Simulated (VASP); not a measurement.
# NbTe (P-6m2) in VASP: a series of runs

The runs below take NbTe through single point, with PBE.

Program: VASP 6.6.1. These are calculated values, not measurements. Logs are shortened: lines on timing, memory, paths and dates and some standing lists are left out, and cuts for length are marked.

## Step 1: The cell of the first run

It takes space group P-6m2 (No. 187, hexagonal). Conventional cell: a = 3.640 Å, b = 3.640 Å, c = 3.632 Å, α = 90.00°, β = 90.00°, γ = 120.00°. Within 3.7 Å of Nb (site symmetry -6m2) lie 6 Te at 2.78 Å and 8 Nb at 3.63 to 3.64 Å. Within 3.7 Å of Te (site symmetry -6m2) lie 6 Nb at 2.78 Å and 8 Te at 3.63 to 3.64 Å.

## Step 2: Single point, PBE

Input file INCAR:

```
SYSTEM = NbTe
  PREC = Accurate
  ENCUT = 520
  EDIFF = 1E-7
  ISMEAR = -1
  SIGMA = 0.15
  LREAL = .False.
  LASPH = .True.
  NELM = 80
  ALGO = Normal
  ISIF = 2
  LWAVE = .False.
  LCHARG = .False.
  GGA = PE
  NBANDS = 16
```

Input file KPOINTS:

```
Automatic mesh
0
Gamma
  9 9 8
  0 0 0
```

Input file POSCAR:

```
NbTe
1.0
    3.6401996017      0.0000000000      0.0000000000
   -1.8200998008      3.1525057688      0.0000000000
    0.0000000000      0.0000000000      3.6315851558
Nb Te
1 1
Direct
    0.0000000000      0.0000000000      0.5000000000
    0.6666666667      0.3333333333      0.0000000000
```

Potentials or basis: VASP PAW PBE potentials, release 64 (Nb_sv, Te).

On the command line:

```sh
$ cat potpaw_PBE.64/Nb_sv/POTCAR potpaw_PBE.64/Te/POTCAR > POTCAR
$ mpirun -np 1 vasp_std > vasp.out
```

OUTCAR:

```text
SYSTEM = NbTe
   PREC = Accurate
   ENCUT = 520
   EDIFF = 1E-7
   ISMEAR = -1
   LREAL = .False.
   LASPH = .True.
   NELM = 80
   ISIF = 2
   GGA = PE

 ion  position               nearest neighbor table
   1  0.000  0.000  0.500-   2 2.78   2 2.78   2 2.78   2 2.78   2 2.78   2 2.78
   2  0.667  0.333  0.000-   1 2.78   1 2.78   1 2.78   1 2.78   1 2.78   1 2.78

  LATTYP: Found a hexagonal cell.
 ALAT       =     3.6401996017
 C/A-ratio  =     0.9976335238

  Lattice vectors:

 A1 = (   3.6401996017,   0.0000000000,   0.0000000000)
 A2 = (  -1.8200998008,   3.1525057688,   0.0000000000)
 A3 = (   0.0000000000,   0.0000000000,   3.6315851558)

Analysis of symmetry for initial positions (statically):
=====================================================================
 Subroutine PRICEL returns:
 Original cell was already a primitive cell.

 Routine SETGRP: Setting up the symmetry group for a
 hexagonal supercell.

 Subroutine GETGRP returns: Found 12 space group operations
 (whereof 12 operations were pure point group operations)
 out of a pool of 24 trial point group operations.

The static configuration has the point symmetry D_3h.

Analysis of symmetry for dynamics (positions and initial velocities):
=====================================================================
 Subroutine PRICEL returns:
 Original cell was already a primitive cell.

 Routine SETGRP: Setting up the symmetry group for a
 hexagonal supercell.

 Subroutine GETGRP returns: Found 12 space group operations
 (whereof 12 operations were pure point group operations)
 out of a pool of 24 trial point group operations.

The dynamic configuration has the point symmetry D_3h.

 Subroutine INISYM returns: Found 12 space group operations
 (whereof 12 operations are pure point group operations),
 and found     1 'primitive' translations

----------------------------------------------------------------------------------------

                                     Primitive cell

  volume of cell :      41.6752

  direct lattice vectors                    reciprocal lattice vectors
     3.640199602  0.000000000  0.000000000     0.274710211  0.158603992  0.000000000
    -1.820099801  3.152505769  0.000000000     0.000000000  0.317207984  0.000000000
     0.000000000  0.000000000  3.631585156     0.000000000  0.000000000  0.275361848

  length of vectors
     3.640199602  3.640199982  3.631585156     0.317208017  0.317207984  0.275361848

  position of ions in fractional coordinates (direct lattice)
     0.000000000  0.000000000  0.500000000
     0.666666667  0.333333333  0.000000000

  ion indices of the primitive-cell ions
   primitive index   ion index
                 1           1
                 2           2

----------------------------------------------------------------------------------------

 KPOINTS: Automatic mesh

Automatic generation of k-mesh.
 Grid dimensions read from file:
 generate k-points for:    9    9    8

 Generating k-lattice:

  Cartesian coordinates                     Fractional coordinates (reciprocal lattice)
     0.030523357  0.017622666  0.000000000     0.111111111  0.000000000  0.000000000
     0.000000000  0.035245332  0.000000000     0.000000000  0.111111111  0.000000000
     0.000000000  0.000000000  0.034420231     0.000000000  0.000000000  0.125000000

  Length of vectors
     0.035245335  0.035245332  0.034420231

  Shift w.r.t. Gamma in fractional coordinates (k-lattice)
     0.000000000  0.000000000  0.000000000

 Subroutine IBZKPT returns following result:
 ===========================================

 Found     60 irreducible k-points:

 Following reciprocal coordinates:
            Coordinates               Weight
  0.000000  0.000000  0.000000      1.000000
  0.111111  0.000000  0.000000      6.000000
  0.222222  0.000000  0.000000      6.000000
  0.333333  0.000000  0.000000      6.000000
  0.444444  0.000000  0.000000      6.000000
  0.111111  0.111111  0.000000      6.000000
[... 16 lines left out ...]
  0.333333  0.222222  0.125000     24.000000
  0.333333  0.333333  0.125000      4.000000
 [... further k-points ...]
   k-points           NKPTS =     60   k-points in BZ     NKDIM =     60   number of bands    NBANDS=     16
   number of dos      NEDOS =    301   number of ions     NIONS =      2
   total plane-waves  NPLWV =  21952
   dimension x,y,z NGX =    28 NGY =   28 NGZ =   28
   dimension x,y,z NGXF=    56 NGYF=   56 NGZF=   56
   ions per type =               1   1
   NGX,Y,Z   is equivalent  to a cutoff of  12.79, 12.79, 12.82 a.u.
   NGXF,Y,Z  is equivalent  to a cutoff of  25.57, 25.57, 25.64 a.u.
 SYSTEM =  NbTe
   PREC   = accura    normal or accurate (medium, high low for compatibility)
   ISTART =      0    job   : 0-new  1-cont  2-samecut
   ICHARG =      2    charge: 1-file 2-atom 10-const
   ISPIN  =      1    spin polarized calculation?
   LNONCOLLINEAR =      F non collinear calculations
   LSORBIT =      F    spin-orbit coupling
   LASPH  =      T    aspherical Exc in radial PAW
   ENCUT  =  520.0 eV  38.22 Ry    6.18 a.u.   6.77  6.77  6.75*2*pi/ulx,y,z
   NELM   =     80;   NELMIN=  2; NELMDL= -5     # of ELM steps
   EDIFF  = 0.1E-06   stopping-criterion for ELM
   LREAL  =      F    real-space projection
   EDIFFG = 0.1E-05   stopping-criterion for IOM
   NSW    =      0    number of steps for IOM
   IBRION =     -1    ionic relax: 0-MD 1-quasi-New 2-CG
   NFREE  =      0    steps in history (QN), initial steepest desc. (CG)
   ISIF   =      2    stress and relaxation
   ISYM   =      2    0-nonsym 1-usesym 2-fastsym
   POTIM  = 0.5000    time-step for ionic-motion
   TEBEG  =    0.0;   TEEND  =   0.0 temperature during run
   PSTRESS=    0.0 pullay stress
   NELECT =      19.0000    total number of electrons
   NUPDOWN=      -1.0000    fix difference up-down
   EMIN   =  10.00;   EMAX   =-10.00  energy-range for DOS
   EFERMI =   0.00;   METHOD = LEGACY
   ISMEAR =    -1;   SIGMA  =   0.15  broadening in eV -4-tet -1-fermi 0-gaus
   EFERMI_NEDOS =   21; number of points for ismear=-14 and -15
   IALGO  =     38    algorithm
   IMIX   =      4    mixing-type and parameters
     AMIX     =   0.40;   BMIX     =  1.00
     AMIX_MAG =   1.60;   BMIX_MAG =  1.00
  volume/ion in A,a.u.               =      20.84       140.62
  Fermi-wavevector in a.u.,A,eV,Ry     =   1.259989  2.381035 21.600249  1.587574
  Thomas-Fermi vector in A             =   2.393522
   LORBIT       =      0    0 simple, 1 ext, 2 COOP (PROOUT), +10 PAW based schemes
   GGA     = PE    functional components
   LHFCALC =     F    Hartree Fock is set to
   AEXX    =    0.0000 exact exchange contribution
   IVDW    =     0    specifies the selected vdW correction
   LEPSILON=     F    determine dielectric tensor
   LRPA    =     F    only Hartree local field effects (RPA)
 non-spin polarized calculation
  energy-cutoff  :      520.00
  volume of cell :       41.68
 maximum number of plane-waves:      1141
 NGX is ok and might be reduce to    28
   NGX = 13   NGY = 13   NGZ = 13

 number of electron      19.0000001 magnetization

 Free energy of the ion-electron system (eV)
  ---------------------------------------------------
  ext. energy  EPLUGINS =         0.00000000
  ---------------------------------------------------
  free energy    TOTEN  =       -13.64637900 eV

  energy without entropy =      -13.54748029  energy(sigma->0) =      -13.59692965

 E-fermi :  11.7706     XC(G=0): -11.5261

 val. band max:       11.7702356105   @ k =   0.2222   0.0000   0.0000
 cond. band min:      11.8417617801   @ k =   0.2222   0.1111   0.3750
 fundamental gap:      0.0715261696
 Fermi energy:        11.7705517078

 k-point     1 :       0.0000    0.0000    0.0000
  band No.  band energies     occupation
      1     -43.7376      2.00000
      2     -19.9550      2.00000
      3     -19.7516      2.00000
      4     -19.7516      2.00000
      5      -2.7838      2.00000
      6       8.4996      2.00000
[... 8 lines left out ...]
     15      17.8199      0.00000
     16      18.9879      0.00000

 k-point     2 :       0.1111    0.0000    0.0000
  band No.  band energies     occupation
      1     -43.7362      2.00000
      2     -19.9516      2.00000
      3     -19.7713      2.00000
      4     -19.7562      2.00000
      5      -2.6216      2.00000
      6       7.8042      2.00000
[... 8 lines left out ...]
     15      17.7083      0.00000
     16      19.6415      0.00000

 k-point     3 :       0.2222    0.0000    0.0000
  band No.  band energies     occupation
      1     -43.7328      2.00000
      2     -19.9432      2.00000
      3     -19.8211      2.00000
      4     -19.7678      2.00000
      5      -2.1691      2.00000
      6       6.5790      2.00000
[... 8 lines left out ...]
     15      18.5502      0.00000
     16      20.4420      0.00000

 k-point     4 :       0.3333    0.0000    0.0000
  band No.  band energies     occupation
      1     -43.7289      2.00000
      2     -19.9335      2.00000
      3     -19.8769      2.00000
      4     -19.7811      2.00000
      5      -1.5467      2.00000
      6       5.3012      2.00000
[... 8 lines left out ...]
     15      18.8560      0.00000
     16      20.7350      0.00000
[... 324 lines left out ...]
 k-point    22 :       0.2222    0.2222    0.1250
  band No.  band energies     occupation
      1     -43.7262      2.00000
      2     -19.9479      2.00000
      3     -19.8769      2.00000
      4     -19.8049      2.00000
      5      -1.1630      2.00000
      6       5.3700      2.00000
[... 8 lines left out ...]
     15      18.8155      0.00000
     16      20.4093      0.00000

 k-point    23 :       0.3333    0.2222    0.1250
  band No.  band energies     occupation
      1     -43.7242      2.00000
      2     -19.9424      2.00000
      3     -19.8903      2.00000
      4     -19.8254      2.00000
      5      -0.7797      2.00000
      6       4.9772      2.00000
[... 8 lines left out ...]
     15      19.0159      0.00000
     16      20.3989      0.00000

 k-point    24 :       0.3333    0.3333    0.1250
  band No.  band energies     occupation
      1     -43.7236      2.00000
      2     -19.9406      2.00000
      3     -19.8771      2.00000
      4     -19.8506      2.00000
      5      -0.6440      2.00000
      6       5.2786      2.00000
[... 8 lines left out ...]
     15      19.1472      0.00000
     16      19.4025      0.00000

 [... further k-points ...]

------------------------ aborting loop because EDIFF is reached ----------------------------------------

  FORCE on cell =-STRESS in cart. coord.  units (eV):
  Direction    XX          YY          ZZ          XY          YZ          ZX
  --------------------------------------------------------------------------------------
  -------------------------------------------------------------------------------------
  Total        1.4473355      1.4473359      2.0487758      0.0000000     -0.0000000      0.0000000
  in kB       55.6419687     55.6419842     78.7639894      0.0000000     -0.0000000      0.0000000
  external PRESSURE =      63.3493141 kB  Pullay stress =       0.0000000 kB

 VOLUME and BASIS-vectors are now :
 -----------------------------------------------------------------------------
  energy-cutoff  :      520.00
  volume of cell :       41.68
      direct lattice vectors                 reciprocal lattice vectors
     3.640199602  0.000000000  0.000000000     0.274710211  0.158603992  0.000000000
    -1.820099801  3.152505769  0.000000000     0.000000000  0.317207984  0.000000000
     0.000000000  0.000000000  3.631585156     0.000000000  0.000000000  0.275361848

 POSITION                                       TOTAL-FORCE (eV/Angst)
 -----------------------------------------------------------------------------------
      0.00000      0.00000      1.81579         0.000000     -0.000000      0.000000
      1.82010      1.05084      0.00000        -0.000000      0.000000      0.000000
 -----------------------------------------------------------------------------------
    total drift:                               -0.000000     -0.000007     -0.000000

  FREE ENERGIE OF THE ION-ELECTRON SYSTEM (eV)
  ---------------------------------------------------
  free  energy   TOTEN  =       -13.6463789980 eV

  energy  without entropy=      -13.5474802922  energy(sigma->0) =      -13.59692965
```

Run time: 42 s. Hardware: 1 thread of Intel Xeon 6975P-C, shared host; peak memory 0.18 GiB.

What came out:

| Property | Result |
| --- | --- |
| Free energy | -13.6464 eV |
| Pressure | 6.3 GPa |

Stress tensor (GPa, compression positive):
```
5.56 0.00 0.00
0.00 5.56 0.00
0.00 0.00 7.88
```

Levels at points of the mesh, in eV from the Fermi level:
```tsv
k point	band 7	band 8	band 9	band 10	band 11	band 12	band 13	band 14
(0.00, 0.00, 0.00)	-3.27	-3.22	-2.31	0.15	0.15	2.67	2.67	3.21
(0.00, 0.00, 0.50)	-2.69	-2.69	-1.04	-1.04	0.74	1.77	1.77	5.57
```

Caveat: spin-orbit coupling is left out, which moves the levels of the heavy elements.

(Continued in part 2 of 2.)
